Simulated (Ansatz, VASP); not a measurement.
## MoS2 in VASP and in Ansatz

The input INCAR:

```
PREC = Accurate ; ENCUT = 520
EDIFF = 1E-6 ; ISMEAR = -1
SIGMA = 0.02 ; LREAL = False
LASPH = True ; NELM = 80
ALGO = Normal ; ISIF = 2
LWAVE = False ; LCHARG = True
GGA = PE ; LELF = True
LVHAR = True ; NBANDS = 35
```

Contents of KPOINTS:

```
Automatic mesh
0
Gamma
  12 12 2
```

POSCAR

```
MoS2
1.0
    3.1730295620      0.0000000000      0.0000000000
   -1.5865147810      2.7479242076      0.0000000000
    0.0000000000      0.0000000000     12.4357317875
Mo S
2 4
Direct
    0.6666666667      0.3333333333      0.2500015202
    0.3333333333      0.6666666667      0.7499984798
    0.3333333333      0.6666666667      0.3751025717
    0.6666666667      0.3333333333      0.8750994933
    0.3333333333      0.6666666667      0.1249005067
    0.6666666667      0.3333333333      0.6248974283
```

Input for Ansatz:

```yaml
crystal:
  lattice:
    - [3.173029562, 0.0, 0.0]
    - [-1.586514781, 2.7479242076, 0.0]
    - [0.0, 0.0, 12.4357317875]
  atoms:
    - { symbol: Mo, position: [0.6666666667, 0.3333333333, 0.2500015202] }
    - { symbol: Mo, position: [0.3333333333, 0.6666666667, 0.7499984798] }
    - { symbol: S, position: [0.3333333333, 0.6666666667, 0.3751025717] }
    - { symbol: S, position: [0.6666666667, 0.3333333333, 0.8750994933] }
    - { symbol: S, position: [0.3333333333, 0.6666666667, 0.1249005067] }
    - { symbol: S, position: [0.6666666667, 0.3333333333, 0.6248974283] }
kpoints:
  mp_grid: { grid: [12, 12, 2] }
  band_path:
    path:
      - [[0.0, 0.0, 0.0], [0.5, -2.639117529991e-17, 2.164132173607e-18], [0.3333333333333, 0.3333333333333, 9.146698806984e-19], [0.0, 0.0, 0.0], [2.863905141795e-36, 4.166921163032e-36, 0.5], [0.5, -2.645281938697e-17, 0.5], [0.3333333333333, 0.3333333333333, 0.5], [2.863905141795e-36, 4.166921163032e-36, 0.5]]
      - [[0.5, -2.645281938697e-17, 0.5], [0.5, -2.639117529991e-17, 2.164132173607e-18]]
      - [[0.3333333333333, 0.3333333333333, 0.5], [0.3333333333333, 0.3333333333333, 9.146698806984e-19]]
    npoints: 10
hamiltonian:
  xc: pbe
scf:
  occupations: { method: fermi_dirac, width: 0.02 }
  n_extra_bands: 5
output:
  forces: true
  stress: true
  eigenvalues: true
```

Alike in both runs: task single point; functional PBE; k mesh 12 × 12 × 2; occupations fermi-dirac, width 0.02 eV; no spin polarisation.

```csv
,VASP,Ansatz
version,VASP 6.6.1,Ansatz 0.2.0
potentials or method,"VASP PAW PBE potentials, release 64 (Mo_sv, S)","plane waves, PAW"
plane-wave cutoff (eV),520,420
valence electrons in the cell,52,52
```

Ansatz gave:

```
gap on the k mesh at the Fermi level (eV)                     : 0.94
pressure (GPa)                                                : 2.4
traceless stress, the component that is largest in VASP (GPa) : 0.93
rms of the force components (eV/Å)                            : 0.052
```

**Question.** Which values does VASP return?

**Answer.** gap on the k mesh at the Fermi level (eV): 0.95; pressure (GPa): 2.3; traceless stress, the component that is largest in VASP (GPa): 0.90; rms of the force components (eV/Å): 0.046.

Atom by atom the forces differ by 0.006 eV/Å (rms over components). Ansatz's warnings: structure snapped to symmetry.
